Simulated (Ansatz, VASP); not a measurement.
# One calculation of AlRu, two programs

File INCAR:

```
ALGO = Fast
EDIFF = 1E-6
ENCUT = 520
GGA = PE
ISIF = 2
ISMEAR = 0
LASPH = T
LCHARG = F
LREAL = F
LWAVE = F
NBANDS = 16
NELM = 80
PREC = Accurate
SIGMA = 0.15
```

Contents of KPOINTS:

```
k-points
0
Gamma
  20 20 20
```

File POSCAR:

```
AlRu
1.0
    3.0040847246      0.0000000000      0.0000000000
    0.0000000000      3.0040847246      0.0000000000
    0.0000000000      0.0000000000      2.9590234537
Al Ru
1 1
Direct
    0.0000000000      0.0000000000      0.0000000000
    0.5000000000      0.5000000000      0.5000000000
```

Input for Ansatz:

```yaml
crystal:
  lattice:
    - [3.0040847246, 0.0, 0.0]
    - [0.0, 3.0040847246, 0.0]
    - [0.0, 0.0, 2.9590234537]
  atoms:
    - { symbol: Al, position: [0.0, 0.0, 0.0] }
    - { symbol: Ru, position: [0.5, 0.5, 0.5] }
basis:
  ecutwfc: 420
kpoints:
  mp_grid: { grid: [20, 20, 20] }
hamiltonian:
  xc: pbe
scf:
  occupations: { method: gaussian, width: 0.15 }
output:
  forces: true
  stress: true
  eigenvalues: true
```

Change from the starting cell: strain +0.000 along x and y, -0.015 along z, atoms carried along.

Alike in both runs: task single point; functional PBE; k mesh 20 × 20 × 20; occupations gaussian, width 0.15 eV; no spin polarisation.

```csv
,VASP,Ansatz
version,VASP 6.6.1,Ansatz 0.2.0
potentials or method,"VASP PAW PBE potentials, release 64 (Al, Ru_pv), cutoff 520 eV","scalar-relativistic, plane waves, PAW"
valence electrons in the cell,17,19
```

Ansatz gave:

```
gap on the k mesh at the Fermi level (eV)                     : none
pressure (GPa)                                                : 3.2
traceless stress, the component that is largest in VASP (GPa) : 1.77
```

Problem. Estimate VASP's values.

Solution. gap on the k mesh at the Fermi level (eV): none; pressure (GPa): 3.2; traceless stress, the component that is largest in VASP (GPa): 1.78.

A gap of «none» marks a metal or a gap that the smearing closes. VASP's potentials hold 17 valence electrons a cell and Ansatz's 19, so a difference there can come from the potentials and not from the codes.
